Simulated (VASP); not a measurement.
# Hf: single point with PBEsol

The system is Hf.

```
Hf
1.0
     0.00000    2.30880    2.04240
     2.30880    0.00000    2.04240
     2.30880    2.30880    0.00000
Hf
1
Direct
  0.00000 0.00000 0.00000
```

This cell differs from its parent crystal: strain +0.040 along x and y, -0.080 along z.

```yaml
Program: VASP 6.6.1
Task: single point
Functional: PBEsol
Potentials_or_basis: VASP PAW PBE potentials, release 64 (Hf_pv)
Cutoff: 500 eV
k_mesh: 18 × 18 × 18
Occupations: gaussian, width 0.15 eV
Spin: no spin polarisation
Dipole_correction: no
Further_INCAR_settings: ALGO = Normal; EDIFF = 1e-06; NBANDS = 11
```

```yaml
Pressure: -1.5 GPa
Band_gap_on_the_k_mesh: zero (band 5 reaches 6.13 eV, above the bottom of band 6 at 4.00 eV)
```

Stress tensor (GPa, compression positive):
```
-3.12  0.00  0.00
 0.00 -3.12  0.00
 0.00  0.00  1.65
```

Levels at points of the mesh, in eV from the Fermi level:
| k point | band 3 | band 4 | band 5 | band 6 | band 7 | band 8 |
| --- | --- | --- | --- | --- | --- | --- |
| (0.00, 0.00, 0.00) | -29.83 | -7.27 | 1.11 | 1.11 | 2.42 | 3.24 |
| (0.50, 0.00, 0.00) | -29.88 | -3.67 | 0.42 | 0.77 | 2.11 | 5.94 |
| (0.50, 0.50, 0.00) | -30.28 | -3.16 | -2.43 | 4.16 | 6.50 | 7.13 |
| (0.50, 0.00, 0.50) | -30.01 | -3.43 | -1.95 | 2.08 | 6.12 | 6.40 |

Wall time 41 s on 1 thread of Intel Xeon 6975P-C, with other jobs on the host, peak memory 0.23 GiB.

Caveat: the cell differs from its parent crystal (strain +0.040 along x and y, -0.080 along z); the PAW data sets were made with another functional, which shifts forces and pressure a little; spin-orbit coupling is left out, which moves the levels of the heavy elements.
